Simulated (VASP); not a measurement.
Input of a VASP 6.6.1 run:

Contents of INCAR:

```
PREC = Accurate ; ENCUT = 600
EDIFF = 1E-6 ; ISMEAR = 1
SIGMA = 0.15 ; LREAL = F
LASPH = T ; NELM = 120
ALGO = Normal ; ISIF = 2
LWAVE = F ; LCHARG = F
NBANDS = 30 ; GGA_COMPAT = F
```

The input KPOINTS:

```
Automatic mesh
0
Gamma
  7 7 2
```

The input POSCAR:

```
Cu
1.0
    2.5307600000      0.0000000000      0.0000000000
   -1.2653800000      2.1917100000      0.0000000000
    0.0000000000      0.0000000000      8.2618200000
Cu
4
Direct
    0.0156800000      0.0041500000      0.9930900000
    0.3406900000      0.7000400000      0.2437600000
    0.0175900000      0.0113400000      0.4854500000
    0.6664500000      0.3445300000      0.7447600000
```

Potentials or basis: VASP PAW LDA potentials, release 64 (Cu).

Run with:

```console
$ cat potpaw_LDA.64/Cu/POTCAR > POTCAR
$ mpirun -np 1 vasp_std > vasp.out
```

Q: Estimate the largest force.

A: 0.537 eV/Å.

Q: Predict the band gap on the k mesh.

A: Zero (bands 22 and 23 overlap by 4.27 eV).

Stress tensor (GPa, compression positive):
```
-6.93 -0.14 -0.11
-0.14 -7.85  0.07
-0.11  0.07 -7.31
```

Caveat: the k points lie up to 0.41 Å⁻¹ apart, too coarse for converged energies and pressures of a metal.
